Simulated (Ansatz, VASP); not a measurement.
## BeTe4: VASP beside Ansatz

```
Be Te
1.0
     2.07452    1.19773   10.26143
    -2.07452    1.19773   10.26143
     0.00000   -2.39545   10.26143
Be Te
1 4
Cartesian
  0.0000 0.0000 28.3347
  0.0000 0.0000 0.1441
  0.0000 0.0000 7.1908
  0.0000 0.0000 22.5614
  0.0000 0.0000 14.1490
```

Alike in both runs: functional PBE; k mesh 12 × 12 × 12; no spin polarisation.

Ansatz relaxed the structure, and its values are those at the end. VASP's run is a single point on that final structure, the one shown.

```csv
,VASP,Ansatz
version,VASP 6.6.1,Ansatz 0.2.0
potentials or method,"VASP PAW PBE potentials, release 64 (Be, Te), cutoff 520 eV","scalar-relativistic, plane waves, PAW"
occupations,"gaussian, width 0.01 eV",fixed
valence electrons in the cell,26,66
```

|  | VASP | Ansatz | Ansatz less VASP |
| --- | --- | --- | --- |
| gap on the k mesh at the Fermi level (eV) | 0.36 | 0.36 | +0.005 |
| least direct gap on the mesh (eV) | 0.36 | 0.36 | +0.005 |
| pressure (GPa) | 0.0 | 0.0 | -0.02 |

VASP's potentials hold 26 valence electrons a cell and Ansatz's 66, so a difference there can come from the potentials and not from the codes.

Spin-orbit coupling is off throughout.
